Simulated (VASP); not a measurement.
A run of VASP 6.6.1:

Contents of INCAR:

```
SYSTEM = KMgF3
  ALGO = Normal
  EDIFF = 1E-6
  EFERMI = MIDGAP
  ENCUT = 520
  GGA = PE
  GGA_COMPAT = .False.
  ISIF = 2
  ISMEAR = 0
  LASPH = .True.
  LCHARG = .False.
  LREAL = .False.
  LWAVE = .False.
  NELM = 120
  PREC = Accurate
  SIGMA = 0.03
```

File KPOINTS:

```
Automatic mesh
0
Gamma
  6 6 6
  0 0 0
```

POSCAR

```
KMgF3
1.0
    3.9859000000      0.0000000000      0.0000000000
    0.0000000000      3.9859000000      0.0000000000
    0.0000000000      0.0000000000      3.9859000000
K Mg F
1 1 3
Direct
    0.5000000000      0.5000000000      0.5000000000
    0.0000000000      0.0000000000      0.0000000000
    0.0000000000      0.0000000000      0.5000000000
    0.0000000000      0.5000000000      0.0000000000
    0.5000000000      0.0000000000      0.0000000000
```

Potentials or basis: VASP PAW PBE potentials, release 64 (K_sv, Mg, F).

The run is started by

```bash
$ cat potpaw_PBE.64/K_sv/POTCAR potpaw_PBE.64/Mg/POTCAR potpaw_PBE.64/F/POTCAR > POTCAR
$ mpirun -np 1 vasp_std > vasp.out
```

Hardware: 1 thread of AMD EPYC 9R45 96-Core Processor (Zen 5) (shared host).

Question: Estimate the wall time of this run.

Answer: Run time: 11 s on 1 thread of AMD EPYC 9R45 96-Core Processor (Zen 5), on a shared host, peak memory 0.15 GiB. Counts: scf iterations 13, k points 20.
